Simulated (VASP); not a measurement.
Write the native input for VASP 6.6.1 that does the following.

```yaml
Task: single point
Functional: PBE
Potentials_or_basis: VASP PAW PBE potentials, release 64 (Hf_pv, B)
Cutoff: 520 eV
k_mesh: 16 × 16 × 16
Occupations: gaussian, width 0.15 eV
Spin: no spin polarisation
Dipole_correction: no
Further_INCAR_settings: ALGO = Normal; EDIFF = 1e-06; NBANDS = 14
```

The structure of HfB lies in POSCAR:

```
HfB
1.0
    0.0000000000      2.4168788130      2.4168788130
    2.5014695715      0.0000000000      2.4168788130
    2.5014695715      2.4168788130      0.0000000000
Hf B
1 1
Direct
    0.4985215256      0.5014784744      0.5014784744
    0.0244116501     -0.0244116501     -0.0244116501
```

This cell differs from its parent crystal: atoms displaced along a vibrational mode, the cell strained.

The input as run:

INCAR

```
  PREC = Accurate
  ENCUT = 520
  EDIFF = 1E-6
  ISMEAR = 0
  SIGMA = 0.15
  LREAL = False
  LASPH = True
  NELM = 100
  ALGO = Normal
  ISIF = 2
  LWAVE = False
  LCHARG = False
  GGA = PE
  NBANDS = 14
```

KPOINTS

```
Automatic mesh
0
Gamma
  16 16 16
```

Potentials or basis: VASP PAW PBE potentials, release 64 (Hf_pv, B).

Launch:

```bash
$ cat potpaw_PBE.64/Hf_pv/POTCAR potpaw_PBE.64/B/POTCAR > POTCAR
$ mpirun -np 1 vasp_std > vasp.out
```

Results of the run:

- Pressure: -4.5 GPa
- Largest force: 0.733 eV/Å
- Band gap on the k mesh: zero (an odd number of electrons rules out a gap without spin polarisation)

Caveat: the cell differs from its parent crystal (atoms displaced along a vibrational mode, the cell strained); the stress differs along the axes, from -9 to -2 GPa; spin-orbit coupling is left out, which moves the levels of the heavy elements; an odd number of electrons without spin polarisation forces a metal; a magnetic or distorted state may lie lower.

Wall time 62 s on 1 thread of Intel(R) Xeon(R) 6975P-C (Granite Rapids), with other jobs on the host, peak memory 0.27 GiB.
